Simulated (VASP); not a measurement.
## TiO2: single point with PBE

Crystal: TiO2.

```
Ti O
1.0
     4.78841    0.00000    0.00000
     0.00000    4.78841    0.00000
     0.00000    0.00000    2.93577
Ti O
2 4
Direct
  0.00000 0.00000 0.00000
  0.50000 0.50000 0.50000
  0.30510 0.30510 0.00000
  0.19490 0.80510 0.50000
  0.69490 0.69490 0.00000
  0.80510 0.19490 0.50000
```

This cell differs from its parent crystal: volume 11.219 Å^3 an atom, c/a of the conventional cell 0.6131.

```json
{
  "Program": "VASP 6.6.1",
  "Task": "single point",
  "Functional": "PBE",
  "Potentials or basis": "VASP PAW PBE potentials, release 64 (Ti_sv, O)",
  "Cutoff": "520 eV",
  "k mesh": "8 × 8 × 10",
  "Occupations": "gaussian, width 0.05 eV",
  "Spin": "no spin polarisation",
  "Dipole correction": "no",
  "Further INCAR settings": "ALGO = Normal; EDIFF = 1e-07; NBANDS = 33"
}
```

```yaml
Pressure: -8.3 GPa
Largest_force: 0.305 eV/Å
Band_gap_on_the_k_mesh: 1.79 eV, direct
```

Forces in eV/Å, atoms in the order of the input:
```
Ti   0.000  0.000  0.000
Ti   0.000  0.000  0.000
O    0.216  0.216  0.000
O   -0.216  0.216  0.000
O   -0.216 -0.216  0.000
O    0.216 -0.216  0.000
```

Stress tensor (GPa, compression positive):
```
-10.72   0.00   0.00
  0.00 -10.72   0.00
  0.00   0.00  -3.54
```

Levels at points of the mesh, in eV from the valence-band top:
| k point | band 22 | band 23 | band 24 | band 25 | band 26 | band 27 |
| --- | --- | --- | --- | --- | --- | --- |
| (0.00, 0.00, 0.00) | -0.36 | -0.36 | 0.00 | 1.79 | 2.00 | 2.51 |
| (0.50, 0.00, 0.00) | -1.20 | -0.60 | -0.60 | 2.38 | 2.38 | 2.91 |
| (0.50, 0.50, 0.00) | -0.97 | -0.96 | -0.96 | 1.80 | 1.80 | 2.54 |
| (0.00, 0.00, 0.50) | -1.84 | -1.31 | -1.31 | 2.77 | 2.77 | 3.32 |
| (0.50, 0.00, 0.50) | -1.83 | -0.82 | -0.82 | 1.90 | 1.90 | 3.32 |
| (0.50, 0.50, 0.50) | -1.00 | -0.63 | -0.63 | 2.50 | 2.50 | 3.05 |

It took 80 s on 1 thread of Intel(R) Xeon(R) 6975P-C (Granite Rapids), with other jobs on the host, peak memory 0.28 GiB.

 A k mesh can miss the band edges.
